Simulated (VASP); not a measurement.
Be3Co:

```
Be Co
1.0
    -1.54621    1.54621    3.49377
     1.54621   -1.54621    3.49377
     1.54621    1.54621   -3.49377
Be Co
3 1
Direct
  0.75000 0.25000 0.50000
  0.25000 0.75000 0.50000
  0.50000 0.50000 0.00000
  0.00000 0.00000 0.00000
```

Base run:

| Item | Value |
| --- | --- |
| Program | VASP 6.6.1 |
| Functional | LDA |
| Potentials or basis | VASP PAW LDA potentials, release 64 (Be, Co) |
| Cutoff | 520 eV |
| k mesh | 10 × 10 × 10 |
| Occupations | methfessel-paxton, width 0.15 eV |
| Spin | collinear spin, ferromagnetic start |
| Starting moments | [0.07, 0.07, 0.06, 1.19] μB |
| Fixed moment | 1.5 μB |

Its results: pressure -6.0 GPa; site moments Be +0.07, +0.06; Co +1.14 μB.

Question: The run is repeated on the same cell with these changes: fixed moment from 1.5 μB to 3 μB; moments at the start from [0.07, 0.07, 0.06, 1.19] to [0.22, 0.22, 0.17, 1.95]. What comes out?

Answer: Pressure 4.1 GPa; site moments Be +0.23, +0.17; Co +1.92 μB.

Caveats: the total moment is fixed, so each spin has its own Fermi level.
